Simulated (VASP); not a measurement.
# AlSn (P-6m2) in VASP: a series of runs, part 2 of 2

VASP 6.6.1. The steps go on from the part before.

### Step 3. Single point, r2SCAN

This run uses another cell than the first one, of 24.76 Å³/atom, 0.901 times its volume.

File POSCAR:

```
AlSn
1.0
    4.1854532821      0.0000000000      0.0000000000
   -2.0927266410      3.6247088687      0.0000000000
    0.0000000000      0.0000000000      3.2642487501
Sn Al
1 1
Direct
    0.3333333333      0.6666666667      0.5000000000
    0.0000000000      0.0000000000      0.0000000000
```

File INCAR.step1:

```
ALGO = Normal
EDIFF = 1E-4
ENCUT = 520
GGA = PE
ISMEAR = -1
LASPH = True
LCHARG = False
LREAL = False
LWAVE = True
NBANDS = 16
NELM = 60
PREC = Accurate
SIGMA = 0.05
```

File INCAR.step2:

```
ALGO = Normal
EDIFF = 1E-6
ENCUT = 520
ISIF = 2
ISMEAR = -1
ISTART = 1
LASPH = True
LCHARG = True
LELF = True
LMIXTAU = True
LREAL = False
LVHAR = True
LWAVE = False
METAGGA = R2SCAN
NBANDS = 16
NELM = 60
PREC = Accurate
SIGMA = 0.05
```

File KPOINTS:

```
k-points
0
Gamma
  7 7 8
```

Potentials or basis: VASP PAW PBE potentials, release 64 (Sn_d, Al).

Command:

```
cat potpaw_PBE.64/Sn_d/POTCAR potpaw_PBE.64/Al/POTCAR > POTCAR
cp INCAR.step1 INCAR
mpirun -np 1 vasp_std > vasp.out
cp INCAR.step2 INCAR
mpirun -np 1 vasp_std > vasp.out
```

OUTCAR:

```text
EDIFF = 1E-6
   ENCUT = 520
   ISIF = 2
   ISMEAR = -1
   ISTART = 1
   LASPH = True
   LREAL = False
   METAGGA = R2SCAN
   NELM = 60
   PREC = Accurate

 ion  position               nearest neighbor table
   1  0.333  0.667  0.500-   2 2.92   2 2.92   2 2.92   2 2.92   2 2.92   2 2.92
   2  0.000  0.000  0.000-   1 2.92   1 2.92   1 2.92   1 2.92   1 2.92   1 2.92

  LATTYP: Found a hexagonal cell.
 ALAT       =     4.1854532821
 C/A-ratio  =     0.7799032817

  Lattice vectors:

 A1 = (   4.1854532821,   0.0000000000,   0.0000000000)
 A2 = (  -2.0927266410,   3.6247088687,   0.0000000000)
 A3 = (   0.0000000000,   0.0000000000,   3.2642487501)

Analysis of symmetry for initial positions (statically):
=====================================================================
 Subroutine PRICEL returns:
 Original cell was already a primitive cell.

 Routine SETGRP: Setting up the symmetry group for a
 hexagonal supercell.

 Subroutine GETGRP returns: Found 12 space group operations
 (whereof 12 operations were pure point group operations)
 out of a pool of 24 trial point group operations.

The static configuration has the point symmetry D_3h.
[... 160 lines left out ...]

 E-fermi :   6.6177     XC(G=0): -10.3477

 val. band max:        6.4782171967   @ k =   0.4286   0.1429   0.2500
 cond. band min:       6.6309679431   @ k =   0.2857   0.2857   0.2500
 fundamental gap:      0.1527507464
 Fermi energy:         6.6176653720

 k-point     1 :       0.0000    0.0000    0.0000
  band No.  band energies     occupation
      1     -15.4710      2.00000
      2     -15.3385      2.00000
      3     -15.3384      2.00000
      4     -15.3189      2.00000
      5     -15.3189      2.00000
      6      -4.5720      2.00000
[... 433 lines left out ...]
      3     -15.3524      2.00000
      4     -15.3273      2.00000
      5     -15.3166      2.00000
      6      -1.3984      2.00000
[... 8 lines left out ...]
     15      19.7226      0.00000
     16      19.8836      0.00000

 [... further k-points ...]

------------------------ aborting loop because EDIFF is reached ----------------------------------------

  FORCE on cell =-STRESS in cart. coord.  units (eV):
  Direction    XX          YY          ZZ          XY          YZ          ZX
  --------------------------------------------------------------------------------------
  -------------------------------------------------------------------------------------
  Total       -0.0461562     -0.0461562     -0.0341586     -0.0000000      0.0000000      0.0000000
  in kB       -1.4932833     -1.4932833     -1.1051260     -0.0000000      0.0000000      0.0000000
  external PRESSURE =      -1.3638975 kB  Pullay stress =       0.0000000 kB

 VOLUME and BASIS-vectors are now :
 -----------------------------------------------------------------------------
  energy-cutoff  :      520.00
  volume of cell :       49.52
      direct lattice vectors                 reciprocal lattice vectors
     4.185453282  0.000000000  0.000000000     0.238922748  0.137942113  0.000000000
    -2.092726641  3.624708869  0.000000000     0.000000000  0.275884226  0.000000000
     0.000000000  0.000000000  3.264248750     0.000000000  0.000000000  0.306349202

 POSITION                                       TOTAL-FORCE (eV/Angst)
 -----------------------------------------------------------------------------------
     -0.00000      2.41647      1.63212         0.000000      0.000000      0.000000
      0.00000      0.00000      0.00000        -0.000000      0.000000      0.000000
 -----------------------------------------------------------------------------------
    total drift:                                0.000002     -0.000001     -0.000000

  FREE ENERGIE OF THE ION-ELECTRON SYSTEM (eV)
  ---------------------------------------------------
  free  energy   TOTEN  =       -30.9642154014 eV

  energy  without entropy=      -30.9575462271  energy(sigma->0) =      -30.96088081
```

OUTCAR.step1:

```text
EDIFF = 1E-4
   ENCUT = 520
   GGA = PE
   ISMEAR = -1
   LASPH = True
[... 678 lines left out ...]
     -0.00000      2.41647      1.63212         0.000000     -0.000000      0.000000
      0.00000      0.00000      0.00000        -0.000000      0.000000      0.000000
 -----------------------------------------------------------------------------------
    total drift:                                0.000001     -0.000000     -0.000000

  FREE ENERGIE OF THE ION-ELECTRON SYSTEM (eV)
  ---------------------------------------------------
  free  energy   TOTEN  =        -7.1963109180 eV

  energy  without entropy=       -7.1904730776  energy(sigma->0) =       -7.19339200
```

OSZICAR.step1:

```text
N       E                     dE             d eps       ncg     rms          rms(c)
DAV:   1     0.970027147201E+02    0.97003E+02   -0.77750E+03  1304   0.125E+03
DAV:   2     0.504129231574E+00   -0.96499E+02   -0.92595E+02  1400   0.328E+02
DAV:   3    -0.704079166131E+01   -0.75449E+01   -0.75136E+01  1656   0.743E+01
DAV:   4    -0.722699964090E+01   -0.18621E+00   -0.18618E+00  1528   0.124E+01
DAV:   5    -0.723525751874E+01   -0.82579E-02   -0.82578E-02  1976   0.254E+00    0.227E+00
DAV:   6    -0.720871250605E+01    0.26545E-01   -0.17682E-02  1664   0.187E+00    0.131E+00
DAV:   7    -0.719616786451E+01    0.12545E-01   -0.20416E-02  1752   0.177E+00    0.142E-01
DAV:   8    -0.719626364844E+01   -0.95784E-04   -0.21407E-03  1680   0.566E-01    0.502E-02
DAV:   9    -0.719631091803E+01   -0.47270E-04   -0.89541E-05  1312   0.815E-02
   1 F= -.71963109E+01 E0= -.71933920E+01  d E =-.583784E-02
```

Run time: 44 s. Hardware: 1 thread of Intel Xeon Platinum 8559C (Emerald Rapids), shared host; peak memory 0.19 GiB.

Results:

| Quantity | Value |
| --- | --- |
| Free energy | -30.9642 eV |
| Pressure | -0.1 GPa |

Caveat: the PAW data sets were made with another functional, which shifts forces and pressure a little; spin-orbit coupling is left out, which moves the levels of the heavy elements.
